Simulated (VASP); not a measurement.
# Bi (R-3m) in VASP: notebook

Aim: see how the results for Bi move with the level of theory and the settings. Levels: PBEsol, PBE. Tasks: single point.

Everything below comes from runs of VASP 6.6.1. Logs are shortened: lines on timing, memory, paths and dates and some standing lists are left out, and cuts for length are marked.

**1. The cell of the first run**

Symmetry: R-3m, No. 166, trigonal system. The conventional cell has a = 4.535 Å, b = 4.535 Å, c = 11.814 Å, α = 90.00°, β = 90.00°, γ = 120.00°. Bi (site symmetry 3m) has 6 Bi at 3.06 to 3.52 Å within 4.0 Å.

**2. Single point, PBEsol**

INCAR

```
SYSTEM = Bi
PREC     = Accurate       ! precision mode
ENCUT    = 520            ! plane-wave cutoff, eV
EDIFF    = 1E-6           ! SCF threshold, eV
ISMEAR   = -1             ! smearing method
SIGMA    = 0.05           ! smearing width, eV
LREAL    = .FALSE.        ! projectors in reciprocal space
LASPH    = .TRUE.         ! aspherical terms in the spheres
NELM     = 60             ! most SCF steps
ALGO     = Normal         ! electronic algorithm
ISIF     = 2              ! what is computed and relaxed
LWAVE    = .FALSE.        ! write WAVECAR
LCHARG   = .FALSE.        ! write CHGCAR
GGA      = PS             ! functional
NBANDS   = 22             ! bands
```

KPOINTS

```
regular mesh
0
G
  7 7 7
  0 0 0
```

POSCAR

```
Bi
1.0
    2.2675000000      1.3091417354      3.9380000000
   -2.2675000000      1.3091417354      3.9380000000
    0.0000000000     -2.6182834708      3.9380000000
Bi
2
Direct
    0.7660000000      0.7660000000      0.7660000000
    0.2340000000      0.2340000000      0.2340000000
```

Potentials or basis: VASP PAW PBE potentials, release 64 (Bi_d).

Started as:

```sh
cat potpaw_PBE.64/Bi_d/POTCAR > POTCAR
mpirun -np 1 vasp_std > vasp.out
```

OUTCAR:

```text
SYSTEM = Bi
   PREC = Accurate
   ENCUT = 520
   EDIFF = 1E-6
   ISMEAR = -1
   LREAL = .FALSE.
   LASPH = .TRUE.
   NELM = 60
   ISIF = 2
   GGA = PS

 ion  position               nearest neighbor table
   1  0.766  0.766  0.766-   2 3.06   2 3.06   2 3.06   2 3.52   2 3.52   2 3.52
   2  0.234  0.234  0.234-   1 3.06   1 3.06   1 3.06   1 3.52   1 3.52   1 3.52

  LATTYP: Found a trigonal (rhomboedric) cell.
 ALAT       =     4.7289800521
 COS(alpha) =     0.5401781303

  Lattice vectors:

 A1 = (   2.2675000000,   1.3091417354,   3.9380000000)
 A2 = (  -2.2675000000,   1.3091417354,   3.9380000000)
 A3 = (   0.0000000000,  -2.6182834708,   3.9380000000)

Analysis of symmetry for initial positions (statically):
=====================================================================
 Subroutine PRICEL returns:
 Original cell was already a primitive cell.

 Routine SETGRP: Setting up the symmetry group for a
 trigonal (rhombohedral) supercell.

 Subroutine GETGRP returns: Found 12 space group operations
 (whereof 12 operations were pure point group operations)
 out of a pool of 12 trial point group operations.

The static configuration has the point symmetry D_3d.

Analysis of symmetry for dynamics (positions and initial velocities):
=====================================================================
 Subroutine PRICEL returns:
 Original cell was already a primitive cell.

 Routine SETGRP: Setting up the symmetry group for a
 trigonal (rhombohedral) supercell.

 Subroutine GETGRP returns: Found 12 space group operations
 (whereof 12 operations were pure point group operations)
 out of a pool of 12 trial point group operations.

The dynamic configuration has the point symmetry D_3d.

 Subroutine INISYM returns: Found 12 space group operations
 (whereof 12 operations are pure point group operations),
 and found     1 'primitive' translations

----------------------------------------------------------------------------------------

                                     Primitive cell

  volume of cell :      70.1392

  direct lattice vectors                    reciprocal lattice vectors
     2.267500000  1.309141735  3.938000000     0.220507166  0.127309872  0.084645336
    -2.267500000  1.309141735  3.938000000    -0.220507166  0.127309872  0.084645336
     0.000000000 -2.618283471  3.938000000     0.000000000 -0.254619744  0.084645336

  length of vectors
     4.728980052  4.728980052  4.728980052     0.268320791  0.268320791  0.268320791
[... 77 lines left out ...]
   LSORBIT =      F    spin-orbit coupling
   LASPH  =      T    aspherical Exc in radial PAW
   ENCUT  =  520.0 eV  38.22 Ry    6.18 a.u.   8.79  8.79  8.79*2*pi/ulx,y,z
   NELM   =     60;   NELMIN=  2; NELMDL= -5     # of ELM steps
   EDIFF  = 0.1E-05   stopping-criterion for ELM
   LREAL  =      F    real-space projection
   EDIFFG = 0.1E-04   stopping-criterion for IOM
   NSW    =      0    number of steps for IOM
   IBRION =     -1    ionic relax: 0-MD 1-quasi-New 2-CG
   NFREE  =      0    steps in history (QN), initial steepest desc. (CG)
   ISIF   =      2    stress and relaxation
   ISYM   =      2    0-nonsym 1-usesym 2-fastsym
   POTIM  = 0.5000    time-step for ionic-motion
   TEBEG  =    0.0;   TEEND  =   0.0 temperature during run
   PSTRESS=    0.0 pullay stress
   NELECT =      30.0000    total number of electrons
   NUPDOWN=      -1.0000    fix difference up-down
   EMIN   =  10.00;   EMAX   =-10.00  energy-range for DOS
   EFERMI =   0.00;   METHOD = LEGACY
   ISMEAR =    -1;   SIGMA  =   0.05  broadening in eV -4-tet -1-fermi 0-gaus
   EFERMI_NEDOS =   21; number of points for ismear=-14 and -15
   IALGO  =     38    algorithm
   IMIX   =      4    mixing-type and parameters
     AMIX     =   0.40;   BMIX     =  1.00
     AMIX_MAG =   1.60;   BMIX_MAG =  1.00
  volume/ion in A,a.u.               =      35.07       236.66
  Fermi-wavevector in a.u.,A,eV,Ry     =   1.233469  2.330919 20.700530  1.521446
  Thomas-Fermi vector in A             =   2.368198
   LORBIT       =      0    0 simple, 1 ext, 2 COOP (PROOUT), +10 PAW based schemes
   GGA     = PS    functional components
   LHFCALC =     F    Hartree Fock is set to
   AEXX    =    0.0000 exact exchange contribution
   IVDW    =     0    specifies the selected vdW correction
   LEPSILON=     F    determine dielectric tensor
   LRPA    =     F    only Hartree local field effects (RPA)
 non-spin polarized calculation
  energy-cutoff  :      520.00
  volume of cell :       70.14
 maximum number of plane-waves:      1911
   NGX = 17   NGY = 17   NGZ = 17

 number of electron      30.0000004 magnetization

 Free energy of the ion-electron system (eV)
  ---------------------------------------------------
  ext. energy  EPLUGINS =         0.00000000
  ---------------------------------------------------
  free energy    TOTEN  =        -8.62393805 eV

  energy without entropy =       -8.62246340  energy(sigma->0) =       -8.62320072

 E-fermi :   6.0936     XC(G=0):  -9.7155

 val. band max:        5.9378542388   @ k =   0.4286   0.2857   0.2857
 cond. band min:       6.2009379201   @ k =   0.4286  -0.0000   0.0000
 fundamental gap:      0.2630836813
 Fermi energy:         6.0936117029

 k-point     1 :       0.0000    0.0000    0.0000
  band No.  band energies     occupation
      1     -16.6592      2.00000
      2     -16.6592      2.00000
      3     -16.5047      2.00000
      4     -16.5047      2.00000
      5     -16.4892      2.00000
      6     -16.3177      2.00000
[... 589 lines left out ...]
     21      14.3335      0.00000
     22      15.1185      0.00000

 [... further k-points ...]

------------------------ aborting loop because EDIFF is reached ----------------------------------------

  FORCE on cell =-STRESS in cart. coord.  units (eV):
  Direction    XX          YY          ZZ          XY          YZ          ZX
  --------------------------------------------------------------------------------------
  -------------------------------------------------------------------------------------
  Total       -0.1509373     -0.1509373     -0.2360801      0.0000000      0.0000000      0.0000000
  in kB       -3.4478342     -3.4478342     -5.3927339      0.0000000      0.0000000      0.0000000
  external PRESSURE =      -4.0961341 kB  Pullay stress =       0.0000000 kB

 VOLUME and BASIS-vectors are now :
 -----------------------------------------------------------------------------
  energy-cutoff  :      520.00
  volume of cell :       70.14
      direct lattice vectors                 reciprocal lattice vectors
     2.267500000  1.309141735  3.938000000     0.220507166  0.127309872  0.084645336
    -2.267500000  1.309141735  3.938000000    -0.220507166  0.127309872  0.084645336
     0.000000000 -2.618283471  3.938000000     0.000000000 -0.254619744  0.084645336

 POSITION                                       TOTAL-FORCE (eV/Angst)
 -----------------------------------------------------------------------------------
      0.00000      0.00000      9.04952         0.000000      0.000000     -0.135258
      0.00000      0.00000      2.76448         0.000000     -0.000000      0.135258
 -----------------------------------------------------------------------------------
    total drift:                               -0.000000      0.000000     -0.000000

  FREE ENERGIE OF THE ION-ELECTRON SYSTEM (eV)
  ---------------------------------------------------
  free  energy   TOTEN  =        -8.6239380507 eV

  energy  without entropy=       -8.6224633950  energy(sigma->0) =       -8.62320072
```

stdout:

```text
POSCAR found type information on POSCAR Bi
 POSCAR found :  1 types and       2 ions
 scaLAPACK will be used
 -----------------------------------------------------------------------------
|                                                                             |
|                                                                             |
|     You enforced a specific xc type in the INCAR file but a different       |
|     I HOPE YOU KNOW WHAT YOU ARE DOING!                                     |
|                                                                             |
 -----------------------------------------------------------------------------

 LDA part: xc-table for (Slater+PW92), standard interpolation
 POSCAR, INCAR and KPOINTS ok, starting setup
 FFT: planning ... GRIDC
 FFT: planning ... GRID_SOFT
 FFT: planning ... GRID
 WAVECAR not read
 entering main loop
```

It took 19 s on 1 thread of Intel Xeon 6975P-C (Granite Rapids), shared host; peak memory 0.22 GiB.

What came out:

```
Free energy            : -8.6239 eV
Pressure               : -0.4 GPa
Largest force          : 0.135 eV/Å
Band gap on the k mesh : 0.26 eV, indirect (least direct gap 0.52 eV)
```

Forces in eV/Å, atoms in the order of the input:
```
Bi   0.000  0.000 -0.135
Bi   0.000  0.000  0.135
```

Stress tensor (GPa, compression positive):
```
-0.34  0.00  0.00
 0.00 -0.34  0.00
 0.00  0.00 -0.54
```

Caveat: the PAW data sets were made with another functional, which shifts forces and pressure a little; spin-orbit coupling is left out, which moves the levels of the heavy elements.

**3. Single point, PBE**

This run uses another cell than the first one, of 32.97 Å³/atom, 0.940 times its volume.

INCAR

```
PREC = Accurate
ENCUT = 520
EDIFF = 1E-6
ISMEAR = -1
SIGMA = 0.05
LREAL = False
LASPH = True
NELM = 100
ALGO = Normal
ISIF = 2
LWAVE = False
LCHARG = False
GGA = PE
NBANDS = 22
```

KPOINTS

```
regular mesh
0
Gamma
  7 7 7
```

POSCAR

```
Bi
1.0
    2.2212115015      1.2824170583      3.8576100961
   -2.2212115015      1.2824170583      3.8576100961
    0.0000000000     -2.5648341167      3.8576100961
Bi
2
Direct
    0.7660000000      0.7660000000      0.7660000000
    0.2340000000      0.2340000000      0.2340000000
```

Potentials or basis: VASP PAW PBE potentials, release 64 (Bi_d).

Started as:

```sh
cat potpaw_PBE.64/Bi_d/POTCAR > POTCAR
mpirun -np 1 vasp_std > vasp.out
```

OUTCAR:

```text
PREC = Accurate
   ENCUT = 520
   EDIFF = 1E-6
   ISMEAR = -1
   LREAL = False
   LASPH = True
   NELM = 100
   ISIF = 2
   GGA = PE

 ion  position               nearest neighbor table
   1  0.766  0.766  0.766-   2 3.00   2 3.00   2 3.00   2 3.44   2 3.44   2 3.44
   2  0.234  0.234  0.234-   1 3.00   1 3.00   1 3.00   1 3.44   1 3.44   1 3.44

  LATTYP: Found a trigonal (rhomboedric) cell.
 ALAT       =     4.6324431674
 COS(alpha) =     0.5401781303

  Lattice vectors:
[... 785 lines left out ...]
 [... further k-points ...]

------------------------ aborting loop because EDIFF is reached ----------------------------------------

  FORCE on cell =-STRESS in cart. coord.  units (eV):
  Direction    XX          YY          ZZ          XY          YZ          ZX
  --------------------------------------------------------------------------------------
  -------------------------------------------------------------------------------------
  Total        2.4938262      2.4938262      2.1624266      0.0000000     -0.0000000     -0.0000000
  in kB       60.6021437     60.6021437     52.5488462      0.0000000     -0.0000000     -0.0000000
  external PRESSURE =      57.9177112 kB  Pullay stress =       0.0000000 kB

 VOLUME and BASIS-vectors are now :
 -----------------------------------------------------------------------------
  energy-cutoff  :      520.00
  volume of cell :       65.93
      direct lattice vectors                 reciprocal lattice vectors
     2.221211502  1.282417058  3.857610096     0.225102382  0.129962921  0.086409286
    -2.221211502  1.282417058  3.857610096    -0.225102382  0.129962921  0.086409286
     0.000000000 -2.564834117  3.857610096     0.000000000 -0.259925842  0.086409286

 POSITION                                       TOTAL-FORCE (eV/Angst)
 -----------------------------------------------------------------------------------
      0.00000     -0.00000      8.86479         0.000000      0.000000     -0.518663
      0.00000     -0.00000      2.70804         0.000000     -0.000000      0.518663
 -----------------------------------------------------------------------------------
    total drift:                               -0.000000      0.000000     -0.000000

  FREE ENERGIE OF THE ION-ELECTRON SYSTEM (eV)
  ---------------------------------------------------
  free  energy   TOTEN  =        -7.6727546401 eV

  energy  without entropy=       -7.6716408648  energy(sigma->0) =       -7.67219775
```

OSZICAR:

```text
N       E                     dE             d eps       ncg     rms          rms(c)
DAV:   1     0.308108901130E+03    0.30811E+03   -0.16311E+04  1942   0.168E+03
DAV:   2     0.185207287652E+02   -0.28959E+03   -0.28234E+03  1960   0.445E+02
DAV:   3    -0.678362209881E+01   -0.25304E+02   -0.25008E+02  2362   0.144E+02
DAV:   4    -0.764266940833E+01   -0.85905E+00   -0.85851E+00  2428   0.288E+01
DAV:   5    -0.767936848476E+01   -0.36699E-01   -0.36698E-01  2770   0.534E+00    0.111E+00
DAV:   6    -0.767420049666E+01    0.51680E-02   -0.16415E-02  2604   0.133E+00    0.662E-01
DAV:   7    -0.767251971544E+01    0.16808E-02   -0.10966E-02  2524   0.118E+00    0.109E-01
DAV:   8    -0.767273803099E+01   -0.21832E-03   -0.13532E-03  2290   0.396E-01    0.221E-02
DAV:   9    -0.767275598067E+01   -0.17950E-04   -0.54377E-05  2766   0.577E-02    0.913E-03
DAV:  10    -0.767275416618E+01    0.18145E-05   -0.71820E-06  2226   0.281E-02    0.181E-03
DAV:  11    -0.767275464009E+01   -0.47391E-06   -0.53114E-07  1690   0.637E-03
   1 F= -.76727546E+01 E0= -.76721978E+01  d E =-.111378E-02
```

It took 23 s on 1 thread of Intel Xeon 6975P-C (Granite Rapids), shared host; peak memory 0.22 GiB.

Results:

* Free energy: -7.6728 eV
* Pressure: 5.8 GPa
* Largest force: 0.519 eV/Å
* Band gap on the k mesh: 0.30 eV, indirect (least direct gap 0.57 eV)

Forces on the atoms (eV/Å):
```
Bi   0.000  0.000 -0.519
Bi   0.000  0.000  0.519
```

Levels at points of the mesh, in eV from the valence-band top:
```csv
k point,band 13,band 14,band 15,band 16,band 17,band 18
"(0.00, 0.00, 0.00)",-1.36,-1.07,-1.07,2.83,3.35,3.35
```

Caveat: spin-orbit coupling is left out, which moves the levels of the heavy elements. A k mesh can miss the band edges.

(Part 1 of 2 ends here.)
